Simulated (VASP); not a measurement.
# CsBr (Pm-3m) in VASP: further runs, part 2 of 2

VASP 6.6.1. The steps go on from the part before.

### 3 Single point, PBE

This run uses another cell than the first one: it holds 2 atoms, not 32.

INCAR reads:

```
SYSTEM = CsBr
PREC = Accurate ; ENCUT = 520
EDIFF = 1E-6 ; ISMEAR = 0
SIGMA = 0.02 ; LREAL = .False.
LASPH = .True. ; NELM = 100
ALGO = Normal ; ISIF = 2
LWAVE = .False. ; LCHARG = .False.
GGA = PE ; NBANDS = 15
```

KPOINTS reads:

```
Automatic mesh
0
Gamma
  6 6 6
  0 0 0
```

POSCAR reads:

```
CsBr
1.0
    4.3865013044      0.0000000000      0.0000000000
    0.0000000000      4.3865013044      0.0000000000
    0.0000000000      0.0000000000      4.3865013044
Cs Br
1 1
Direct
    0.0000000000      0.0000000000      0.0000000000
    0.5000000000      0.5000000000      0.5000000000
```

Potentials or basis: VASP PAW PBE potentials, release 64 (Cs_sv, Br).

On the command line:

```console
> cat potpaw_PBE.64/Cs_sv/POTCAR potpaw_PBE.64/Br/POTCAR > POTCAR
> mpirun -np 1 vasp_std > vasp.out
```

OUTCAR:

```text
SYSTEM = CsBr
   PREC = Accurate
   ENCUT = 520
   EDIFF = 1E-6
   ISMEAR = 0
   LREAL = .False.
   LASPH = .True.
   NELM = 100
   ISIF = 2
   GGA = PE

 ion  position               nearest neighbor table
   1  0.000  0.000  0.000-
   2  0.500  0.500  0.500-

  LATTYP: Found a simple cubic cell.
 ALAT       =     4.3865013044

  Lattice vectors:

 A1 = (   4.3865013044,   0.0000000000,   0.0000000000)
 A2 = (   0.0000000000,   4.3865013044,   0.0000000000)
 A3 = (   0.0000000000,   0.0000000000,   4.3865013044)

Analysis of symmetry for initial positions (statically):
=====================================================================
 Subroutine PRICEL returns:
 Original cell was already a primitive cell.

 Routine SETGRP: Setting up the symmetry group for a
 simple cubic supercell.

 Subroutine GETGRP returns: Found 48 space group operations
 (whereof 48 operations were pure point group operations)
 out of a pool of 48 trial point group operations.

The static configuration has the point symmetry O_h .

Analysis of symmetry for dynamics (positions and initial velocities):
=====================================================================
 Subroutine PRICEL returns:
 Original cell was already a primitive cell.

 Routine SETGRP: Setting up the symmetry group for a
 simple cubic supercell.

 Subroutine GETGRP returns: Found 48 space group operations
 (whereof 48 operations were pure point group operations)
 out of a pool of 48 trial point group operations.

The dynamic configuration has the point symmetry O_h .

 Subroutine INISYM returns: Found 48 space group operations
 (whereof 48 operations are pure point group operations),
 and found     1 'primitive' translations

----------------------------------------------------------------------------------------

                                     Primitive cell

  volume of cell :      84.4024
[... 111 lines left out ...]
   AEXX    =    0.0000 exact exchange contribution
   IVDW    =     0    specifies the selected vdW correction
   LEPSILON=     F    determine dielectric tensor
   LRPA    =     F    only Hartree local field effects (RPA)
 non-spin polarized calculation
 Gauss-broadening in eV      SIGMA  =   0.02
  energy-cutoff  :      520.00
  volume of cell :       84.40
 maximum number of plane-waves:      2301
 NGX is ok and might be reduce to    36

 number of electron      16.0000003 magnetization

 Free energy of the ion-electron system (eV)
  ---------------------------------------------------
  ext. energy  EPLUGINS =         0.00000000
  ---------------------------------------------------
  free energy    TOTEN  =        -6.02425377 eV

  energy without entropy =       -6.02425377  energy(sigma->0) =       -6.02425377

 E-fermi :  -0.4375     XC(G=0):  -7.7691

 val. band max:       -0.6184673251   @ k =   0.5000   0.5000   0.0000
 cond. band min:       3.6321871363   @ k =   0.0000   0.0000   0.0000
 fundamental gap:      4.2506544615
 Fermi energy:        -0.4374575204

 k-point     1 :       0.0000    0.0000    0.0000
  band No.  band energies     occupation
      1     -20.5127      2.00000
      2     -12.9135      2.00000
      3      -7.1326      2.00000
      4      -7.1326      2.00000
      5      -7.1326      2.00000
      6      -0.6415      2.00000
      7      -0.6415      2.00000
      8      -0.6415      2.00000
      9       3.6322      0.00000
     10       4.3462      0.00000
     11       4.3462      0.00000
     12       8.2703      0.00000
     13       8.2703      0.00000
     14       8.2703      0.00000
[... 329 lines left out ...]
      2     -12.7629      2.00000
      3      -7.4721      2.00000
      4      -7.4721      2.00000
      5      -7.4721      2.00000
      6      -1.6535      2.00000
      7      -1.6535      2.00000
      8      -1.6535      2.00000
      9       7.3767      0.00000
     10       7.3767      0.00000
     11       7.3767      0.00000
     12       8.2130      0.00000
     13       8.2130      0.00000
     14       8.2130      0.00000
     15      10.2683      0.00000

------------------------ aborting loop because EDIFF is reached ----------------------------------------

  FORCE on cell =-STRESS in cart. coord.  units (eV):
  Direction    XX          YY          ZZ          XY          YZ          ZX
  --------------------------------------------------------------------------------------
  -------------------------------------------------------------------------------------
  Total        0.0352541      0.0352541      0.0352541     -0.0000000      0.0000000      0.0000000
  in kB        0.6692148      0.6692148      0.6692148     -0.0000000      0.0000000      0.0000000
  external PRESSURE =       0.6692148 kB  Pullay stress =       0.0000000 kB

 VOLUME and BASIS-vectors are now :
 -----------------------------------------------------------------------------
  energy-cutoff  :      520.00
  volume of cell :       84.40
      direct lattice vectors                 reciprocal lattice vectors
     4.386501304  0.000000000  0.000000000     0.227972120  0.000000000  0.000000000
     0.000000000  4.386501304  0.000000000     0.000000000  0.227972120  0.000000000
     0.000000000  0.000000000  4.386501304     0.000000000  0.000000000  0.227972120

 POSITION                                       TOTAL-FORCE (eV/Angst)
 -----------------------------------------------------------------------------------
      0.00000      0.00000      0.00000         0.000000      0.000000      0.000000
      2.19325      2.19325      2.19325         0.000000      0.000000      0.000000
 -----------------------------------------------------------------------------------
    total drift:                                0.000000      0.000000      0.000000

  FREE ENERGIE OF THE ION-ELECTRON SYSTEM (eV)
  ---------------------------------------------------
  free  energy   TOTEN  =        -6.0242537714 eV

  energy  without entropy=       -6.0242537714  energy(sigma->0) =       -6.02425377
```

OSZICAR:

```text
N       E                     dE             d eps       ncg     rms          rms(c)
DAV:   1     0.896169740670E+02    0.89617E+02   -0.62811E+03   600   0.886E+02
DAV:   2     0.112201955305E+01   -0.88495E+02   -0.80803E+02   876   0.150E+02
DAV:   3    -0.623846560498E+01   -0.73605E+01   -0.73282E+01   810   0.472E+01
DAV:   4    -0.630668838456E+01   -0.68223E-01   -0.68216E-01   698   0.542E+00
DAV:   5    -0.630705101434E+01   -0.36263E-03   -0.36263E-03   824   0.412E-01    0.180E+00
DAV:   6    -0.606140346804E+01    0.24565E+00   -0.23166E-01   719   0.244E+00    0.104E+00
DAV:   7    -0.602113412002E+01    0.40269E-01   -0.12841E-01   761   0.179E+00    0.617E-01
DAV:   8    -0.602432465311E+01   -0.31905E-02   -0.14646E-02   677   0.709E-01    0.129E-01
DAV:   9    -0.602413376044E+01    0.19089E-03   -0.16338E-03   768   0.205E-01    0.713E-02
DAV:  10    -0.602425065911E+01   -0.11690E-03   -0.21747E-04   663   0.100E-01    0.170E-02
DAV:  11    -0.602425439031E+01   -0.37312E-05   -0.25995E-05   712   0.298E-02    0.108E-02
DAV:  12    -0.602425377143E+01    0.61888E-06   -0.52591E-06   712   0.131E-02
   1 F= -.60242538E+01 E0= -.60242538E+01  d E =-.418278E-39
```

stdout:

```text
POSCAR found type information on POSCAR CsBr
 POSCAR found :  2 types and       2 ions
 scaLAPACK will be used
 LDA part: xc-table for (Slater+PW92), standard interpolation
 POSCAR, INCAR and KPOINTS ok, starting setup
 FFT: planning ... GRIDC
 FFT: planning ... GRID_SOFT
 FFT: planning ... GRID
 WAVECAR not read
 entering main loop
```

Run time: 12 s. Hardware: 1 thread of Intel Xeon Platinum 8488C (Sapphire Rapids), shared host; peak memory 0.21 GiB.

Results:

| Property | Result |
| --- | --- |
| Free energy | -6.0243 eV |
| Pressure | 0.1 GPa |
| Band gap on the k mesh | 4.25 eV (least direct gap 4.27 eV) |

Levels at points of the mesh, in eV from the valence-band top:
```
           k point  band 4  band 5  band 6  band 7  band 8  band 9  band 10  band 11  band 12  band 13
(0.00, 0.00, 0.00)   -6.51   -6.51   -0.02   -0.02   -0.02    4.25     4.96     4.96     8.89     8.89
(0.50, 0.00, 0.00)   -6.43   -6.43   -1.20   -0.18   -0.18    5.89     6.96     7.37     8.32     8.60
(0.50, 0.50, 0.00)   -6.99   -6.38   -0.56   -0.56    0.00    5.21     5.44     7.15     7.15    10.58
(0.50, 0.50, 0.50)   -6.85   -6.85   -1.03   -1.03   -1.03    8.00     8.00     8.00     8.83     8.83
```

Caveat: spin-orbit coupling is left out, which moves the levels of the heavy elements.
